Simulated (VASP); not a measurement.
# SnO in VASP: single point with PBE+D3(BJ)

Aim: the single point of SnO with PBE+D3(BJ).

Everything below comes from runs of VASP 6.6.1. Logs are shortened: lines on timing, memory, paths and dates and some standing lists are left out, and cuts for length are marked.

## (1) The cell of the first run

The cell holds a slab with vacuum, 8 atoms: a = 3.820 Å, b = 3.820 Å, c = 22.226 Å, α = 90.00°, β = 90.00°, γ = 90.00°.

## (2) Single point, PBE+D3(BJ)

Input file INCAR:

```
SYSTEM = SnO
  ALGO = Normal
  DIPOL = 0.5 0.5 0.408
  EDIFF = 1E-7
  ENCUT = 520
  GGA = PE
  IDIPOL = 3
  ISIF = 2
  ISMEAR = 0
  IVDW = 12
  LASPH = .TRUE.
  LCHARG = .FALSE.
  LDIPOL = .TRUE.
  LREAL = .FALSE.
  LWAVE = .FALSE.
  NBANDS = 50
  NELM = 80
  PREC = Accurate
  SIGMA = 0.05
```

Input file KPOINTS:

```
k-points
0
G
  7 7 1
  0 0 0
```

Input file POSCAR:

```
SnO
1.0
    3.8201636883      0.0000000000      0.0000000000
    0.0000000000      3.8201636883      0.0000000000
    0.0000000000      0.0000000000     22.2260802162
Sn O
4 4
Direct
    0.7500000000      0.2500000000      0.2024648501
    0.2500000000      0.7500000000      0.3087831971
    0.3750000000      1.1250000000      0.5067488283
    0.8750000000      0.6250000000      0.6130671753
    0.2500000000      0.2500000000      0.2556240236
    0.7500000000      0.7500000000      0.2556240236
    0.8750000000      1.1250000000      0.5599080018
    0.3750000000      0.6250000000      0.5599080018
```

Potentials or basis: VASP PAW PBE potentials, release 64 (Sn_d, O).

Launch:

```bash
$ cat potpaw_PBE.64/Sn_d/POTCAR potpaw_PBE.64/O/POTCAR > POTCAR
$ mpirun -np 1 vasp_std > vasp.out
```

OUTCAR:

```text
SYSTEM = SnO
   EDIFF = 1E-7
   ENCUT = 520
   GGA = PE
   ISIF = 2
   ISMEAR = 0
   IVDW = 12
   LASPH = .TRUE.
   LREAL = .FALSE.
   NELM = 80
   PREC = Accurate
 IVDW          = 12

 ion  position               nearest neighbor table
   1  0.750  0.250  0.202-   5 2.25   6 2.25   6 2.25   5 2.25   2 3.59   2 3.59   2 3.59   2 3.59

   2  0.250  0.750  0.309-   5 2.25   6 2.25   5 2.25   6 2.25   1 3.59   1 3.59   1 3.59   1 3.59

   3  0.375  0.125  0.507-   7 2.25   8 2.25   8 2.25   7 2.25   4 3.59   4 3.59   4 3.59   4 3.59

   4  0.875  0.625  0.613-   7 2.25   8 2.25   7 2.25   8 2.25   3 3.59   3 3.59   3 3.59   3 3.59

   5  0.250  0.250  0.256-   1 2.25   2 2.25   2 2.25   1 2.25
   6  0.750  0.750  0.256-   1 2.25   2 2.25   1 2.25   2 2.25
   7  0.875  0.125  0.560-   3 2.25   3 2.25   4 2.25   4 2.25
   8  0.375  0.625  0.560-   3 2.25   3 2.25   4 2.25   4 2.25

  LATTYP: Found a simple tetragonal cell.
 ALAT       =     3.8201636883
 C/A-ratio  =     5.8180962989

  Lattice vectors:

 A1 = (   3.8201636883,   0.0000000000,   0.0000000000)
 A2 = (   0.0000000000,   3.8201636883,   0.0000000000)
 A3 = (   0.0000000000,   0.0000000000,  22.2260802162)

Analysis of symmetry for initial positions (statically):
=====================================================================
 Subroutine PRICEL returns:
 Original cell was already a primitive cell.

 Routine SETGRP: Setting up the symmetry group for a
 simple tetragonal supercell.

 Subroutine GETGRP returns: Found  2 space group operations
 (whereof  1 operations were pure point group operations)
 out of a pool of 16 trial point group operations.

The static configuration has the point symmetry C_1 .
 The point group associated with its full space group is S_2 .

Analysis of symmetry for dynamics (positions and initial velocities):
=====================================================================
 Subroutine PRICEL returns:
 Original cell was already a primitive cell.

 Routine SETGRP: Setting up the symmetry group for a
 simple tetragonal supercell.

 Subroutine GETGRP returns: Found  2 space group operations
 (whereof  1 operations were pure point group operations)
 out of a pool of 16 trial point group operations.

The dynamic configuration has the point symmetry C_1 .
 The point group associated with its full space group is S_2 .

 Subroutine INISYM returns: Found  2 space group operations
 (whereof  1 operations are pure point group operations),
 and found     1 'primitive' translations

----------------------------------------------------------------------------------------

                                     Primitive cell

  volume of cell :     324.3596

  direct lattice vectors                    reciprocal lattice vectors
     3.820163688  0.000000000  0.000000000     0.261768888  0.000000000  0.000000000
     0.000000000  3.820163688  0.000000000     0.000000000  0.261768888  0.000000000
     0.000000000  0.000000000 22.226080216     0.000000000  0.000000000  0.044992189

  length of vectors
     3.820163688  3.820163688 22.226080216     0.261768888  0.261768888  0.044992189

  position of ions in fractional coordinates (direct lattice)
     0.750000000  0.250000000  0.202464850
     0.250000000  0.750000000  0.308783197
     0.375000000  0.125000000  0.506748828
     0.875000000  0.625000000  0.613067175
     0.250000000  0.250000000  0.255624024
     0.750000000  0.750000000  0.255624024
     0.875000000  0.125000000  0.559908002
     0.375000000  0.625000000  0.559908002

  ion indices of the primitive-cell ions
   primitive index   ion index
                 1           1
                 2           2
                 3           3
                 4           4
                 5           5
                 6           6
                 7           7
                 8           8

----------------------------------------------------------------------------------------

 KPOINTS: k-points

Automatic generation of k-mesh.
 Grid dimensions read from file:
 generate k-points for:    7    7    1

 Generating k-lattice:

  Cartesian coordinates                     Fractional coordinates (reciprocal lattice)
     0.037395555  0.000000000  0.000000000     0.142857143  0.000000000  0.000000000
     0.000000000  0.037395555  0.000000000     0.000000000  0.142857143  0.000000000
     0.000000000  0.000000000  0.044992189     0.000000000  0.000000000  1.000000000

  Length of vectors
     0.037395555  0.037395555  0.044992189

  Shift w.r.t. Gamma in fractional coordinates (k-lattice)
     0.000000000  0.000000000  0.000000000

 Subroutine IBZKPT returns following result:
 ===========================================

 Found     25 irreducible k-points:

 Following reciprocal coordinates:
            Coordinates               Weight
  0.000000  0.000000  0.000000      1.000000
  0.142857  0.000000  0.000000      2.000000
  0.000000  0.142857  0.000000      2.000000
  0.285714  0.000000  0.000000      2.000000
  0.000000  0.285714  0.000000      2.000000
  0.428571  0.000000  0.000000      2.000000
[... 16 lines left out ...]
  0.285714  0.428571  0.000000      2.000000
  0.428571  0.428571  0.000000      2.000000
   k-points           NKPTS =     25   k-points in BZ     NKDIM =     25   number of bands    NBANDS=     50
   number of dos      NEDOS =    301   number of ions     NIONS =      8
   total plane-waves  NPLWV = 131712
   dimension x,y,z NGX =    28 NGY =   28 NGZ =  168
   dimension x,y,z NGXF=    56 NGYF=   56 NGZF=  336
   ions per type =               4   4
   NGX,Y,Z   is equivalent  to a cutoff of  12.19, 12.19, 12.57 a.u.
   NGXF,Y,Z  is equivalent  to a cutoff of  24.37, 24.37, 25.13 a.u.
 SYSTEM =  SnO
   PREC   = accura    normal or accurate (medium, high low for compatibility)
   ISTART =      0    job   : 0-new  1-cont  2-samecut
   ICHARG =      2    charge: 1-file 2-atom 10-const
   ISPIN  =      1    spin polarized calculation?
   LNONCOLLINEAR =      F non collinear calculations
   LSORBIT =      F    spin-orbit coupling
   LASPH  =      T    aspherical Exc in radial PAW
   ENCUT  =  520.0 eV  38.22 Ry    6.18 a.u.   7.10  7.10 41.33*2*pi/ulx,y,z
   NELM   =     80;   NELMIN=  2; NELMDL= -5     # of ELM steps
   EDIFF  = 0.1E-06   stopping-criterion for ELM
   LREAL  =      F    real-space projection
   EDIFFG = 0.1E-05   stopping-criterion for IOM
   NSW    =      0    number of steps for IOM
   IBRION =     -1    ionic relax: 0-MD 1-quasi-New 2-CG
   NFREE  =      0    steps in history (QN), initial steepest desc. (CG)
   ISIF   =      2    stress and relaxation
   ISYM   =      2    0-nonsym 1-usesym 2-fastsym
   POTIM  = 0.5000    time-step for ionic-motion
   TEBEG  =    0.0;   TEEND  =   0.0 temperature during run
   PSTRESS=    0.0 pullay stress
   NELECT =      80.0000    total number of electrons
   NUPDOWN=      -1.0000    fix difference up-down
   EMIN   =  10.00;   EMAX   =-10.00  energy-range for DOS
   EFERMI =   0.00;   METHOD = LEGACY
   ISMEAR =     0;   SIGMA  =   0.05  broadening in eV -4-tet -1-fermi 0-gaus
   EFERMI_NEDOS =   21; number of points for ismear=-14 and -15
   IALGO  =     38    algorithm
   IMIX   =      4    mixing-type and parameters
     AMIX     =   0.40;   BMIX     =  1.00
     AMIX_MAG =   1.60;   BMIX_MAG =  1.00
  volume/ion in A,a.u.               =      40.54       273.61
  Fermi-wavevector in a.u.,A,eV,Ry     =   1.026666  1.940118 14.341129  1.054043
  Thomas-Fermi vector in A             =   2.160571
   LORBIT       =      0    0 simple, 1 ext, 2 COOP (PROOUT), +10 PAW based schemes
   GGA     = PE    functional components
   LHFCALC =     F    Hartree Fock is set to
   AEXX    =    0.0000 exact exchange contribution
   IVDW    =    12    specifies the selected vdW correction
   LEPSILON=     F    determine dielectric tensor
   LRPA    =     F    only Hartree local field effects (RPA)
 non-spin polarized calculation
 Gauss-broadening in eV      SIGMA  =   0.05
  energy-cutoff  :      520.00
  volume of cell :      324.36
 maximum number of plane-waves:      8769
   NGX = 15   NGY = 15   NGZ = 83

 dipolmoment           0.000000      0.000000      0.000004 electrons x Angstroem

 number of electron      79.9999970 magnetization

 dipolmoment           0.000000      0.000000     -0.000000 electrons x Angstroem

 Free energy of the ion-electron system (eV)
  ---------------------------------------------------
  ext. energy  EPLUGINS =         0.00000000
  ---------------------------------------------------
  free energy    TOTEN  =       -45.17118076 eV

  energy without entropy =      -45.17118076  energy(sigma->0) =      -45.17118076

 E-fermi :   0.0479     XC(G=0):  -5.3412

 val. band max:       -0.2551341038   @ k =  -0.1429   0.1429   0.0000
 cond. band min:       2.3297051778   @ k =   0.0000   0.0000   0.0000
 fundamental gap:      2.5848392816
 Fermi energy:         0.0478747950

 k-point     1 :       0.0000    0.0000    0.0000
  band No.  band energies     occupation
      1     -21.0537      2.00000
      2     -21.0537      2.00000
      3     -20.6930      2.00000
      4     -20.6930      2.00000
      5     -20.6552      2.00000
      6     -20.6551      2.00000
[... 42 lines left out ...]
     49       5.1931      0.00000
     50       5.2121      0.00000

 k-point     2 :       0.1429    0.0000    0.0000
  band No.  band energies     occupation
      1     -21.0447      2.00000
      2     -21.0447      2.00000
      3     -20.6937      2.00000
      4     -20.6936      2.00000
      5     -20.6569      2.00000
      6     -20.6567      2.00000
[... 42 lines left out ...]
     49       5.3730      0.00000
     50       5.4944      0.00000

 k-point     3 :       0.0000    0.1429    0.0000
  band No.  band energies     occupation
      1     -21.0447      2.00000
      2     -21.0447      2.00000
      3     -20.6937      2.00000
      4     -20.6937      2.00000
      5     -20.6570      2.00000
      6     -20.6569      2.00000
[... 42 lines left out ...]
     49       5.3698      0.00000
     50       5.4857      0.00000

 k-point     4 :       0.2857    0.0000    0.0000
  band No.  band energies     occupation
      1     -21.0198      2.00000
      2     -21.0197      2.00000
      3     -20.7901      2.00000
      4     -20.7900      2.00000
      5     -20.6612      2.00000
      6     -20.6610      2.00000
[... 999 lines left out ...]
 k-point    23 :       0.2857    0.4286    0.0000
  band No.  band energies     occupation
      1     -20.9887      2.00000
      2     -20.9886      2.00000
      3     -20.9465      2.00000
      4     -20.9465      2.00000
      5     -20.6581      2.00000
      6     -20.6580      2.00000
[... 42 lines left out ...]
     49       5.8114      0.00000
     50       6.1246      0.00000

 k-point    24 :       0.4286    0.4286    0.0000
  band No.  band energies     occupation
      1     -20.9945      2.00000
      2     -20.9943      2.00000
      3     -20.9805      2.00000
      4     -20.9804      2.00000
      5     -20.6600      2.00000
      6     -20.6599      2.00000
[... 42 lines left out ...]
     49       6.1441      0.00000
     50       6.3596      0.00000

 [... further k-points ...]

------------------------ aborting loop because EDIFF is reached ----------------------------------------

 vacuum level on the upper side and lower side of the slab       (xc-potential included)        -0.149        -0.148

 Edisp (eV)   -1.22225

 E8    (eV) :    -0.5403

  FORCE on cell =-STRESS in cart. coord.  units (eV):
  Direction    XX          YY          ZZ          XY          YZ          ZX
  --------------------------------------------------------------------------------------
  -------------------------------------------------------------------------------------
  Total       0.15785     0.19204    -0.10189     0.00777     0.10414     0.06847
  in kB       0.77972     0.94857    -0.50329     0.03837     0.51439     0.33821
  external pressure =        0.41 kB  Pullay stress =        0.00 kB

 VOLUME and BASIS-vectors are now :
 -----------------------------------------------------------------------------
  energy-cutoff  :      520.00
  volume of cell :      324.36
      direct lattice vectors                 reciprocal lattice vectors
     3.820163688  0.000000000  0.000000000     0.261768888  0.000000000  0.000000000
     0.000000000  3.820163688  0.000000000     0.000000000  0.261768888  0.000000000
     0.000000000  0.000000000 22.226080216     0.000000000  0.000000000  0.044992189

 POSITION                                       TOTAL-FORCE (eV/Angst)
 -----------------------------------------------------------------------------------
      2.86512      0.95504      4.50000        -0.001300     -0.001987     -0.084078
      0.95504      2.86512      6.86304        -0.004888     -0.010039      0.144006
      1.43256      0.47752     11.26304         0.004888      0.010039     -0.144006
      3.34264      2.38760     13.62608         0.001300      0.001987      0.084078
      0.95504      0.95504      5.68152         0.002731     -0.010094      0.005716
      2.86512      2.86512      5.68152        -0.007795      0.003884      0.005873
      3.34264      0.47752     12.44456         0.007795     -0.003884     -0.005873
      1.43256      2.38760     12.44456        -0.002731      0.010094     -0.005716
 -----------------------------------------------------------------------------------
    total drift:                                0.000000     -0.000000     -0.000001

  FREE ENERGIE OF THE ION-ELECTRON SYSTEM (eV)
  ---------------------------------------------------
  free  energy   TOTEN  =       -46.3934288089 eV

  energy  without entropy=      -46.3934288089  energy(sigma->0) =      -46.39342881

 vacuum level on the upper side and lower side of the slab         4.798         4.798
```

It took 7.3 min on 1 thread of Oxide Virtual Turin-like, shared host; peak memory 0.48 GiB.

Results:

```
Free energy                : -46.3934 eV
Largest force              : 0.144 eV/Å
Band gap on the k mesh     : 2.58 eV, indirect (least direct gap 2.61 eV)
Dispersion energy per atom : -0.153 eV
```

Forces on the atoms (eV/Å):
```
Sn  -0.001 -0.002 -0.084
Sn  -0.005 -0.010  0.144
Sn   0.005  0.010 -0.144
Sn   0.001  0.002  0.084
O    0.003 -0.010  0.006
O   -0.008  0.004  0.006
O    0.008 -0.004 -0.006
O   -0.003  0.010 -0.006
```

Caveat: spin-orbit coupling is left out, which moves the levels of the heavy elements.
